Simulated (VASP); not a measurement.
# Sn (Fd-3m) in VASP: further runs, part 2 of 2

VASP 6.6.1. The steps go on from the part before.

## Step 3: Single point, LDA

This run uses another cell than the first one, of 33.95 Å³/atom.

INCAR

```
SYSTEM = Sn
ALGO     = Normal         ! electronic algorithm
EDIFF    = 1E-6           ! SCF threshold, eV
ENCUT    = 520            ! plane-wave cutoff, eV
GGA      = CA             ! functional
ISIF     = 2              ! what is computed and relaxed
ISMEAR   = -1             ! smearing method
LASPH    = .TRUE.         ! aspherical terms in the spheres
LCHARG   = .FALSE.        ! write CHGCAR
LREAL    = .FALSE.        ! projectors in reciprocal space
LWAVE    = .FALSE.        ! write WAVECAR
NBANDS   = 21             ! bands
NELM     = 80             ! most SCF steps
PREC     = Accurate       ! precision mode
SIGMA    = 0.1            ! smearing width, eV
```

KPOINTS

```
k-points
0
G
  14 14 14
  0 0 0
```

POSCAR

```
Sn
1.0
    0.0000000000      3.2380799624      3.2380799624
    3.2380799624      0.0000000000      3.2380799624
    3.2380799624      3.2380799624      0.0000000000
Sn
2
Direct
    0.5000000000      0.5000000000      0.5000000000
    0.7500000000      0.7500000000      0.7500000000
```

Potentials or basis: VASP PAW LDA potentials, release 64 (Sn_d).

Command:

```console
> cat potpaw_LDA.64/Sn_d/POTCAR > POTCAR
> mpirun -np 1 vasp_std > vasp.out
```

OUTCAR:

```text
SYSTEM = Sn
   EDIFF = 1E-6
   ENCUT = 520
   GGA = CA
   ISIF = 2
   ISMEAR = -1
   LASPH = .TRUE.
   LREAL = .FALSE.
   NELM = 80
   PREC = Accurate

 ion  position               nearest neighbor table
   1  0.500  0.500  0.500-   2 2.80   2 2.80   2 2.80   2 2.80
   2  0.750  0.750  0.750-   1 2.80   1 2.80   1 2.80   1 2.80

  LATTYP: Found a face centered cubic cell.
 ALAT       =     6.4761599248

  Lattice vectors:

 A1 = (   0.0000000000,   3.2380799624,   3.2380799624)
 A2 = (   3.2380799624,   0.0000000000,   3.2380799624)
 A3 = (   3.2380799624,   3.2380799624,   0.0000000000)

Analysis of symmetry for initial positions (statically):
=====================================================================
 Subroutine PRICEL returns:
 Original cell was already a primitive cell.

 Routine SETGRP: Setting up the symmetry group for a
 face centered cubic supercell.

 Subroutine GETGRP returns: Found 48 space group operations
 (whereof 24 operations were pure point group operations)
 out of a pool of 48 trial point group operations.

The static configuration has the point symmetry T_d .
 The point group associated with its full space group is O_h .

[... 157 lines left out ...]
  free energy    TOTEN  =        -8.94530158 eV

  energy without entropy =       -8.94051042  energy(sigma->0) =       -8.94290600

 E-fermi :   5.4638     XC(G=0):  -9.2214

 val. band max:        5.4099946617   @ k =   0.0714   0.0000   0.0000
 cond. band min:       5.4719342944   @ k =   0.3571   0.0000   0.0000
 fundamental gap:      0.0619396327
 Fermi energy:         5.4637997681

 k-point     1 :       0.0000    0.0000    0.0000
  band No.  band energies     occupation
      1     -16.1944      2.00000
      2     -16.1944      2.00000
      3     -16.1944      2.00000
      4     -16.1319      2.00000
      5     -16.1319      2.00000
      6     -15.8146      2.00000
[... 565 lines left out ...]
     20      12.7021      0.00000
     21      13.4680      0.00000

 [... further k-points ...]

------------------------ aborting loop because EDIFF is reached ----------------------------------------

  FORCE on cell =-STRESS in cart. coord.  units (eV):
  Direction    XX          YY          ZZ          XY          YZ          ZX
  --------------------------------------------------------------------------------------
  -------------------------------------------------------------------------------------
  Total       -0.0157013     -0.0157013     -0.0157013      0.0000000      0.0000000      0.0000000
  in kB       -0.3704707     -0.3704707     -0.3704707      0.0000000      0.0000000      0.0000000
  external PRESSURE =      -0.3704707 kB  Pullay stress =       0.0000000 kB

 VOLUME and BASIS-vectors are now :
 -----------------------------------------------------------------------------
  energy-cutoff  :      520.00
  volume of cell :       67.90
      direct lattice vectors                 reciprocal lattice vectors
     0.000000000  3.238079962  3.238079962    -0.154412493  0.154412493  0.154412493
     3.238079962  0.000000000  3.238079962     0.154412493 -0.154412493  0.154412493
     3.238079962  3.238079962  0.000000000     0.154412493  0.154412493 -0.154412493

 POSITION                                       TOTAL-FORCE (eV/Angst)
 -----------------------------------------------------------------------------------
      3.23808      3.23808      3.23808         0.000000      0.000000      0.000000
      4.85712      4.85712      4.85712        -0.000000     -0.000000     -0.000000
 -----------------------------------------------------------------------------------
    total drift:                                0.000000      0.000000      0.000000

  FREE ENERGIE OF THE ION-ELECTRON SYSTEM (eV)
  ---------------------------------------------------
  free  energy   TOTEN  =        -8.9453015770 eV

  energy  without entropy=       -8.9405104224  energy(sigma->0) =       -8.94290600
```

stdout:

```text
POSCAR found type information on POSCAR Sn
 POSCAR found :  1 types and       2 ions
 scaLAPACK will be used
 LDA part: xc-table for (Slater(with rela. corr.)+CA(PZ))
 , standard interpolation
 POSCAR, INCAR and KPOINTS ok, starting setup
 FFT: planning ... GRIDC
 FFT: planning ... GRID_SOFT
 FFT: planning ... GRID
 WAVECAR not read
 entering main loop
```

Run time: 50 s. Hardware: 1 thread of Intel Xeon 6975P-C (Granite Rapids), shared host; peak memory 0.24 GiB.

What came out:

* Free energy: -8.9453 eV
* Pressure: 0.0 GPa
* Band gap on the k mesh: zero (bands 14 and 15 overlap by 0.17 eV)

Caveat: spin-orbit coupling is left out, which moves the levels of the heavy elements.

## Step 4: Single point, LDA (33.95 Å³/atom)

This run uses another cell than the first one, of 33.95 Å³/atom.

INCAR

```
PREC = Accurate
ENCUT = 520
EDIFF = 1E-6
ISMEAR = -1
SIGMA = 0.1
LREAL = F
LASPH = T
NELM = 60
ALGO = Normal
ISIF = 2
LWAVE = F
LCHARG = F
NBANDS = 21
```

KPOINTS

```
regular mesh
0
Gamma
  14 14 14
```

POSCAR is that of step 3.

Command:

```console
> cat potpaw_LDA.64/Sn_d/POTCAR > POTCAR
> mpirun -np 1 vasp_std > vasp.out
```

Wall time 43 s (1 thread of Intel Xeon 6975P-C (Granite Rapids), shared host); peak memory 0.24 GiB.

Results (log left out):

```
Free energy            : -8.9453 eV
Pressure               : 0.0 GPa
Band gap on the k mesh : zero (bands 14 and 15 overlap by 0.17 eV)
```

Levels at points of the mesh, in eV from the Fermi level:
```csv
k point,band 11,band 12,band 13,band 14,band 15,band 16,band 17,band 18
"(0.00, 0.00, 0.00)",-10.72,-0.78,0.05,0.05,0.05,2.12,2.12,2.12
"(0.50, 0.00, 0.00)",-9.09,-6.39,-1.16,-1.16,-0.12,3.19,3.19,5.50
"(0.50, 0.50, 0.00)",-7.61,-7.61,-2.51,-2.51,0.72,0.72,7.66,7.66
```

Caveat: spin-orbit coupling is left out, which moves the levels of the heavy elements.
